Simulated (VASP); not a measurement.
HgTe (zincblende type): relaxation of cell and atoms with PBE

HgTe (zincblende type):

```
Hg Te
1.0
     0.00000    3.26473    3.26473
     3.26473    0.00000    3.26473
     3.26473    3.26473    0.00000
Hg Te
1 1
Direct
  0.00000 0.00000 0.00000
  0.25000 0.25000 0.25000
```

```json
{
  "Program": "VASP 6.6.1",
  "Task": "relaxation of cell and atoms",
  "Functional": "PBE",
  "Potentials or basis": "VASP PAW PBE potentials, release 64 (Hg, Te)",
  "Cutoff": "600 eV",
  "k mesh": "11 × 11 × 11",
  "Occupations": "fermi-dirac, width 0.1 eV",
  "Spin": "no spin polarisation",
  "Target pressure": "-0.021 GPa",
  "Dipole correction": "no",
  "Further INCAR settings": "ALGO = Normal; EDIFF = 1e-06; IBRION = 2; EDIFFG = -0.005; NSW = 60; ISIF = 3"
}
```

| Quantity | Value |
| --- | --- |
| Relaxed volume | 36.86 Å³/atom |
| Relaxed cell | a = 4.706 Å, b = 4.706 Å, c = 4.706 Å, α = 60.00°, β = 60.00°, γ = 60.00° |
| Space group after relaxing (to 0.1 Å) | F-43m (No. 216) |
| Energy change on relaxing (the run minimises the enthalpy) | -13.6 meV/atom |
| Ionic steps | 3 |
| Pressure after relaxing | 0.0 GPa |
| Band gap on the k mesh | zero (filled and empty bands touch) |

Step by step:
```tsv
step	energy change (eV)	largest force (eV/Å)	pressure (GPa)	volume (Å³)
1	0.0000	0.0000	2.26	69.59
2	-0.0258	0.0000	-0.46	74.71
3	-0.0273	0.0000	-0.02	73.72
```

Final structure:
```cif
data_structure
_symmetry_space_group_name_H-M 'P 1'
_symmetry_Int_Tables_number 1
_cell_length_a 4.7064
_cell_length_b 4.7064
_cell_length_c 4.7064
_cell_angle_alpha 60.000
_cell_angle_beta 60.000
_cell_angle_gamma 60.000
_cell_volume 73.72
loop_
_atom_site_label
_atom_site_type_symbol
_atom_site_fract_x
_atom_site_fract_y
_atom_site_fract_z
_atom_site_occupancy
Hg1 Hg 0.00000 0.00000 0.00000 1
Te1 Te 0.25000 0.25000 0.25000 1
```

Levels at points of the mesh, in eV from the Fermi level:
| k point | band 6 | band 7 | band 8 | band 9 | band 10 | band 11 | band 12 | band 13 |
| --- | --- | --- | --- | --- | --- | --- | --- | --- |
| (0.00, 0.00, 0.00) | -6.66 | -1.14 | -0.21 | -0.21 | -0.21 | 4.17 | 4.17 | 4.17 |

Run time: 93 s on 1 thread of AMD EPYC 9R45 96-Core Processor (Zen 5), with other jobs on the host, peak memory 0.26 GiB.

Caveat: the cell is relaxed towards a set pressure, so the run minimises the enthalpy, not the energy; semilocal functionals underestimate gaps, and a narrow one can read as zero; spin-orbit coupling is left out, which moves the levels of the heavy elements.
